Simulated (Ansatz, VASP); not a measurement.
## Two plane-wave programs on RbBr

```
CELL_PARAMETERS angstrom
4.12793 0.00000 0.00000
0.00000 4.12793 0.00000
0.00000 0.00000 4.12793
ATOMIC_POSITIONS crystal
Rb 0.00000 0.00000 0.00000
Br 0.50000 0.50000 0.50000
```

Alike in both runs: task single point; functional PBE-based screened hybrid; k mesh 4 × 4 × 4; no spin polarisation.

```csv
,VASP,Ansatz
version,VASP 6.6.1,Ansatz 0.2.0
potentials or method,"VASP PAW PBE potentials, release 64 (Rb_sv, Br)",plane waves
plane-wave cutoff (eV),520,420
occupations,"gaussian, width 0.01 eV",fixed
valence electrons in the cell,16,16
```

|  | VASP | Ansatz | Ansatz less VASP |
| --- | --- | --- | --- |
| gap on the k mesh at the Fermi level (eV) | 4.26 | 4.26 | +0.001 |
| pressure (GPa) | 0.8 | 0.7 | -0.03 |

VASP's potentials were made for PBE, not for PBE-based screened hybrid. Ansatz's warnings: stress exchange threshold loose, stress scf threshold loose.
